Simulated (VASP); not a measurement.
# Ti4BN5 in VASP: a series of runs

Ti4BN5 is run at these levels: PBEsol; tasks: single point.

Everything below comes from runs of VASP 6.6.1. Logs are shortened: lines on timing, memory, paths and dates and some standing lists are left out, and cuts for length are marked.

## 1. The cell of the first run

The cell holds a slab with vacuum, 10 atoms: a = 2.973 Å, b = 2.973 Å, c = 28.709 Å, α = 90.00°, β = 90.00°, γ = 120.00°.

## 2. Single point, PBEsol

Contents of INCAR:

```
PREC = Accurate
ENCUT = 520
EDIFF = 1E-7
ISMEAR = 0
SIGMA = 0.1
LREAL = F
LASPH = T
NELM = 100
ALGO = Normal
ISIF = 2
LWAVE = F
LCHARG = F
LDIPOL = T
IDIPOL = 3
DIPOL = 0.5 0.5 0.486
GGA = PS
NBANDS = 49
```

Contents of KPOINTS:

```
Automatic mesh
0
Gamma
  12 12 1
```

Contents of POSCAR:

```
Ti4BN5
1.0
    2.9726300482      0.0000000000      0.0000000000
   -1.4863150241      2.5743731378      0.0000000000
    0.0000000000      0.0000000000     28.7085690827
N Ti B
5 4 1
Direct
    0.3333333333      0.6666666667      0.2960788459
    0.0000000000      0.0000000000      0.3806230202
    0.6666666667      0.3333333333      0.4649520605
    0.3333333333      0.6666666667      0.5499556754
    0.0000000000      0.0000000000      0.6311634009
    0.6666666667      0.3333333333      0.3383509330
    0.3333333333      0.6666666667      0.4228951074
    0.0000000000      0.0000000000      0.5078473283
    0.6666666667      0.3333333333      0.5910717294
    0.0000000000      0.0000000000      0.6785294371
```

Potentials or basis: VASP PAW PBE potentials, release 64 (N, Ti_sv, B).

Run with:

```
> cat potpaw_PBE.64/N/POTCAR potpaw_PBE.64/Ti_sv/POTCAR potpaw_PBE.64/B/POTCAR > POTCAR
> mpirun -np 1 vasp_std > vasp.out
```

OUTCAR:

```text
PREC = Accurate
   ENCUT = 520
   EDIFF = 1E-7
   ISMEAR = 0
   LREAL = F
   LASPH = T
   NELM = 100
   ISIF = 2
   GGA = PS

 ion  position               nearest neighbor table
   1  0.333  0.667  0.296-   6 2.10   6 2.10   6 2.10
   2  0.000  0.000  0.381-   6 2.10   7 2.10   6 2.10   7 2.10   6 2.10   7 2.10
   3  0.667  0.333  0.465-   7 2.10   7 2.10   7 2.10   8 2.11   8 2.11   8 2.11
   4  0.333  0.667  0.550-   9 2.08   9 2.08   9 2.08   8 2.10   8 2.10   8 2.10
   5  0.000  0.000  0.631-  10 1.36   9 2.07   9 2.07   9 2.07
   6  0.667  0.333  0.338-   1 2.10   1 2.10   1 2.10   2 2.10   2 2.10   2 2.10
   7  0.333  0.667  0.423-   3 2.10   3 2.10   3 2.10   2 2.10   2 2.10   2 2.10
   8  0.000  0.000  0.508-   4 2.10   4 2.10   4 2.10   3 2.11   3 2.11   3 2.11
   9  0.667  0.333  0.591-   5 2.07   5 2.07   5 2.07   4 2.08   4 2.08   4 2.08
  10  0.000  0.000  0.679-   5 1.36

  LATTYP: Found a hexagonal cell.
 ALAT       =     2.9726300482
 C/A-ratio  =     9.6576326745

  Lattice vectors:

 A1 = (   2.9726300482,   0.0000000000,   0.0000000000)
 A2 = (  -1.4863150241,   2.5743731378,   0.0000000000)
 A3 = (   0.0000000000,   0.0000000000,  28.7085690827)

Analysis of symmetry for initial positions (statically):
=====================================================================
 Subroutine PRICEL returns:
 Original cell was already a primitive cell.

 Routine SETGRP: Setting up the symmetry group for a
 hexagonal supercell.

 Subroutine GETGRP returns: Found  6 space group operations
 (whereof  6 operations were pure point group operations)
 out of a pool of 24 trial point group operations.

The static configuration has the point symmetry C_3v.

Analysis of symmetry for dynamics (positions and initial velocities):
=====================================================================
 Subroutine PRICEL returns:
 Original cell was already a primitive cell.

 Routine SETGRP: Setting up the symmetry group for a
 hexagonal supercell.

 Subroutine GETGRP returns: Found  6 space group operations
 (whereof  6 operations were pure point group operations)
 out of a pool of 24 trial point group operations.

The dynamic configuration has the point symmetry C_3v.

 Subroutine INISYM returns: Found  6 space group operations
 (whereof  6 operations are pure point group operations),
 and found     1 'primitive' translations

----------------------------------------------------------------------------------------

                                     Primitive cell

  volume of cell :     219.6969

  direct lattice vectors                    reciprocal lattice vectors
     2.972630048  0.000000000  0.000000000     0.336402440  0.194222039  0.000000000
    -1.486315024  2.574373138  0.000000000     0.000000000  0.388444078  0.000000000
     0.000000000  0.000000000 28.708569083     0.000000000  0.000000000  0.034832805

  length of vectors
     2.972630048  2.972630048 28.708569083     0.388444078  0.388444078  0.034832805

  position of ions in fractional coordinates (direct lattice)
     0.333333333  0.666666667  0.296078846
     0.000000000  0.000000000  0.380623020
     0.666666667  0.333333333  0.464952061
     0.333333333  0.666666667  0.549955675
     0.000000000  0.000000000  0.631163401
     0.666666667  0.333333333  0.338350933
     0.333333333  0.666666667  0.422895107
     0.000000000  0.000000000  0.507847328
     0.666666667  0.333333333  0.591071729
     0.000000000  0.000000000  0.678529437

  ion indices of the primitive-cell ions
   primitive index   ion index
                 1           1
                 2           2
                 3           3
                 4           4
                 5           5
                 6           6
                 7           7
                 8           8
                 9           9
                10          10

----------------------------------------------------------------------------------------

 KPOINTS: Automatic mesh

Automatic generation of k-mesh.
 Grid dimensions read from file:
 generate k-points for:   12   12    1

 Generating k-lattice:

  Cartesian coordinates                     Fractional coordinates (reciprocal lattice)
     0.028033537  0.016185170  0.000000000     0.083333333  0.000000000  0.000000000
     0.000000000  0.032370340  0.000000000     0.000000000  0.083333333  0.000000000
     0.000000000  0.000000000  0.034832805     0.000000000  0.000000000  1.000000000

  Length of vectors
     0.032370340  0.032370340  0.034832805

  Shift w.r.t. Gamma in fractional coordinates (k-lattice)
     0.000000000  0.000000000  0.000000000

 Subroutine IBZKPT returns following result:
 ===========================================

 Found     19 irreducible k-points:

 Following reciprocal coordinates:
            Coordinates               Weight
  0.000000  0.000000  0.000000      1.000000
  0.083333  0.000000  0.000000      6.000000
  0.166667 -0.000000  0.000000      6.000000
  0.250000  0.000000  0.000000      6.000000
  0.333333 -0.000000  0.000000      6.000000
  0.416667  0.000000  0.000000      6.000000
[... 11 lines left out ...]
  0.333333  0.250000  0.000000     12.000000
  0.333333  0.333333  0.000000      2.000000
   k-points           NKPTS =     19   k-points in BZ     NKDIM =     19   number of bands    NBANDS=     49
   number of dos      NEDOS =    301   number of ions     NIONS =     10
   total plane-waves  NPLWV = 124416
   dimension x,y,z NGX =    24 NGY =   24 NGZ =  216
   dimension x,y,z NGXF=    48 NGYF=   48 NGZF=  432
   ions per type =               5   4   1
   NGX,Y,Z   is equivalent  to a cutoff of  13.42, 13.42, 12.51 a.u.
   NGXF,Y,Z  is equivalent  to a cutoff of  26.84, 26.84, 25.02 a.u.
 SYSTEM =  unknown system
   PREC   = accura    normal or accurate (medium, high low for compatibility)
   ISTART =      0    job   : 0-new  1-cont  2-samecut
   ICHARG =      2    charge: 1-file 2-atom 10-const
   ISPIN  =      1    spin polarized calculation?
   LNONCOLLINEAR =      F non collinear calculations
   LSORBIT =      F    spin-orbit coupling
   LASPH  =      T    aspherical Exc in radial PAW
   ENCUT  =  520.0 eV  38.22 Ry    6.18 a.u.   5.53  5.53 53.38*2*pi/ulx,y,z
   NELM   =    100;   NELMIN=  2; NELMDL= -5     # of ELM steps
   EDIFF  = 0.1E-06   stopping-criterion for ELM
   LREAL  =      F    real-space projection
   EDIFFG = 0.1E-05   stopping-criterion for IOM
   NSW    =      0    number of steps for IOM
   IBRION =     -1    ionic relax: 0-MD 1-quasi-New 2-CG
   NFREE  =      0    steps in history (QN), initial steepest desc. (CG)
   ISIF   =      2    stress and relaxation
   ISYM   =      2    0-nonsym 1-usesym 2-fastsym
   POTIM  = 0.5000    time-step for ionic-motion
   TEBEG  =    0.0;   TEEND  =   0.0 temperature during run
   PSTRESS=    0.0 pullay stress
   NELECT =      76.0000    total number of electrons
   NUPDOWN=      -1.0000    fix difference up-down
   EMIN   =  10.00;   EMAX   =-10.00  energy-range for DOS
   EFERMI =   0.00;   METHOD = LEGACY
   ISMEAR =     0;   SIGMA  =   0.10  broadening in eV -4-tet -1-fermi 0-gaus
   EFERMI_NEDOS =   21; number of points for ismear=-14 and -15
   IALGO  =     38    algorithm
   IMIX   =      4    mixing-type and parameters
     AMIX     =   0.40;   BMIX     =  1.00
     AMIX_MAG =   1.60;   BMIX_MAG =  1.00
  volume/ion in A,a.u.               =      21.97       148.26
  Fermi-wavevector in a.u.,A,eV,Ry     =   1.149224  2.171719 17.969433  1.320716
  Thomas-Fermi vector in A             =   2.285895
   LORBIT       =      0    0 simple, 1 ext, 2 COOP (PROOUT), +10 PAW based schemes
   GGA     = PS    functional components
   LHFCALC =     F    Hartree Fock is set to
   AEXX    =    0.0000 exact exchange contribution
   IVDW    =     0    specifies the selected vdW correction
   LEPSILON=     F    determine dielectric tensor
   LRPA    =     F    only Hartree local field effects (RPA)
 non-spin polarized calculation
 Gauss-broadening in eV      SIGMA  =   0.10
  energy-cutoff  :      520.00
  volume of cell :      219.70
 maximum number of plane-waves:      6035
 NGX is ok and might be reduce to    24
   NGX = 11   NGY = 11   NGZ =107

 dipolmoment           0.000000      0.000000      0.303249 electrons x Angstroem

 number of electron      76.0000020 magnetization

 dipolmoment           0.000000      0.000000     -0.061303 electrons x Angstroem

 Free energy of the ion-electron system (eV)
  ---------------------------------------------------
  ext. energy  EPLUGINS =         0.00000000
  ---------------------------------------------------
  free energy    TOTEN  =       -94.31044998 eV

  energy without entropy =      -94.28791426  energy(sigma->0) =      -94.29918212

 E-fermi :  -0.1487     XC(G=0):  -6.0731

 val. band max:       -0.1646417448   @ k =   0.3333  -0.0000   0.0000
 cond. band min:      -0.1417820194   @ k =   0.0000   0.0000   0.0000
 fundamental gap:      0.0228597254
 Fermi energy:        -0.1486847746

 k-point     1 :       0.0000    0.0000    0.0000
  band No.  band energies     occupation
      1     -57.6944      2.00000
      2     -57.6619      2.00000
      3     -57.5960      2.00000
      4     -56.4592      2.00000
      5     -34.3860      2.00000
      6     -34.1382      2.00000
[... 41 lines left out ...]
     48       1.6140      0.00000
     49       2.0929      0.00000

 k-point     2 :       0.0833    0.0000    0.0000
  band No.  band energies     occupation
      1     -57.6885      2.00000
      2     -57.6567      2.00000
      3     -57.5922      2.00000
      4     -56.4544      2.00000
      5     -34.3710      2.00000
      6     -34.1347      2.00000
[... 876 lines left out ...]
 k-point    19 :       0.3333    0.3333    0.0000
  band No.  band energies     occupation
      1     -57.5954      2.00000
      2     -57.5652      2.00000
      3     -57.5403      2.00000
      4     -56.3782      2.00000
      5     -34.2554      2.00000
      6     -34.2536      2.00000
[... 41 lines left out ...]
     48       2.6303      0.00000
     49       2.7780      0.00000

------------------------ aborting loop because EDIFF is reached ----------------------------------------

 vacuum level on the upper side and lower side of the slab       (xc-potential included)        -0.828         0.599

  FORCE on cell =-STRESS in cart. coord.  units (eV):
  Direction    XX          YY          ZZ          XY          YZ          ZX
  --------------------------------------------------------------------------------------
  -------------------------------------------------------------------------------------
  Total       -1.4195930     -1.4195930     -3.2354025      0.0000000      0.0000000      0.0000000
  in kB      -10.3526259    -10.3526259    -23.5947288      0.0000000      0.0000000      0.0000000
  external PRESSURE =     -14.7666602 kB  Pullay stress =       0.0000000 kB

 VOLUME and BASIS-vectors are now :
 -----------------------------------------------------------------------------
  energy-cutoff  :      520.00
  volume of cell :      219.70
      direct lattice vectors                 reciprocal lattice vectors
     2.972630048  0.000000000  0.000000000     0.336402440  0.194222039  0.000000000
    -1.486315024  2.574373138  0.000000000     0.000000000  0.388444078  0.000000000
     0.000000000  0.000000000 28.708569083     0.000000000  0.000000000  0.034832805

 POSITION                                       TOTAL-FORCE (eV/Angst)
 -----------------------------------------------------------------------------------
     -0.00000      1.71625      8.50000        -0.000000      0.000000      4.374922
      0.00000      0.00000     10.92714        -0.000000      0.000000      1.164287
      1.48632      0.85812     13.34811        -0.000000      0.000000      0.001127
     -0.00000      1.71625     15.78844         0.000000      0.000000     -0.007301
      0.00000      0.00000     18.11980        -0.000000      0.000000     -0.024154
      1.48632      0.85812      9.71357        -0.000000      0.000000     -5.731747
     -0.00000      1.71625     12.14071         0.000000      0.000000      0.167153
      0.00000      0.00000     14.57957        -0.000000      0.000000     -0.006155
      1.48632      0.85812     16.96882         0.000000     -0.000000     -0.004183
      0.00000      0.00000     19.47961        -0.000000      0.000000      0.066051
 -----------------------------------------------------------------------------------
    total drift:                               -0.000000     -0.000000      0.000247

  FREE ENERGIE OF THE ION-ELECTRON SYSTEM (eV)
  ---------------------------------------------------
  free  energy   TOTEN  =       -94.3104499779 eV

  energy  without entropy=      -94.2879142648  energy(sigma->0) =      -94.29918212

 vacuum level on the upper side and lower side of the slab         6.383         7.836
```

Wall time 20 min (1 thread of Intel Xeon 8259CL, shared host); peak memory 0.45 GiB.

What came out:

```
Free energy            : -94.3104 eV
Largest force          : 5.732 eV/Å
Band gap on the k mesh : zero (bands 38 and 39 overlap by 0.70 eV)
```

Forces on the atoms (eV/Å):
```
N    0.000  0.000  4.375
N    0.000  0.000  1.164
N    0.000  0.000  0.001
N    0.000  0.000 -0.007
N    0.000  0.000 -0.024
Ti   0.000  0.000 -5.732
Ti   0.000  0.000  0.167
Ti   0.000  0.000 -0.006
Ti   0.000  0.000 -0.004
B    0.000  0.000  0.066
```

Caveat: the PAW data sets were made with another functional, which shifts forces and pressure a little.

## 3. Single point, PBEsol

Contents of INCAR:

```
ALGO = Normal
DIPOL = 0.5 0.5 0.486
EDIFF = 1E-6
ENCUT = 520
GGA = PS
IDIPOL = 3
ISIF = 2
ISMEAR = 0
LASPH = True
LCHARG = False
LDIPOL = True
LREAL = False
LWAVE = False
NBANDS = 49
NELM = 60
PREC = Accurate
SIGMA = 0.1
```

Contents of KPOINTS:

```
k-points
0
Gamma
  12 12 1
```

Contents of POSCAR:

```
Ti4BN5
1.0
    2.9726300482      0.0000000000      0.0000000000
   -1.4863150241      2.5743731378      0.0000000000
    0.0000000000      0.0000000000     28.7085690827
N Ti B
5 4 1
Direct
    0.3333333333      0.6666666667      0.2960788459
    0.0000000000      0.0000000000      0.3806230202
    0.6666666667      0.3333333333      0.4649193188
    0.3333333333      0.6666666667      0.5499500518
    0.0000000000      0.0000000000      0.6580603361
    0.6666666667      0.3333333333      0.3383509330
    0.3333333333      0.6666666667      0.4228951074
    0.0000000000      0.0000000000      0.5078386953
    0.6666666667      0.3333333333      0.5901933703
    0.3333333333      0.6666666667      0.6533801420
```

Potentials or basis: VASP PAW PBE potentials, release 64 (N, Ti_sv, B).

Run with:

```
> cat potpaw_PBE.64/N/POTCAR potpaw_PBE.64/Ti_sv/POTCAR potpaw_PBE.64/B/POTCAR > POTCAR
> mpirun -np 1 vasp_std > vasp.out
```

It took 16 min on 1 thread of Intel Xeon 8259CL, shared host; peak memory 0.45 GiB.

The run converged. Its results:

* Free energy: -94.8036 eV
* Largest force: 5.829 eV/Å
* Band gap on the k mesh: zero (bands 38 and 39 overlap by 0.48 eV)

Forces on the atoms (eV/Å):
```
N    0.000  0.000  4.448
N    0.000  0.000  1.216
N    0.000  0.000 -0.009
N    0.000  0.000  0.006
N    0.000  0.000 -0.004
Ti   0.000  0.000 -5.829
Ti   0.000  0.000  0.139
Ti   0.000  0.000  0.001
Ti   0.000  0.000  0.009
B    0.000  0.000  0.024
```

Levels at points of the mesh, in eV from the Fermi level:
```tsv
k point	band 36	band 37	band 38	band 39	band 40	band 41
(0.00, 0.00, 0.00)	-0.49	-0.17	-0.09	-0.09	0.32	0.43
(0.50, 0.00, 0.00)	-1.45	-0.52	-0.41	0.10	0.87	1.78
```

Caveat: the PAW data sets were made with another functional, which shifts forces and pressure a little.

The gap in the log of VASP goes by the Fermi energy; the results here count the filled bands.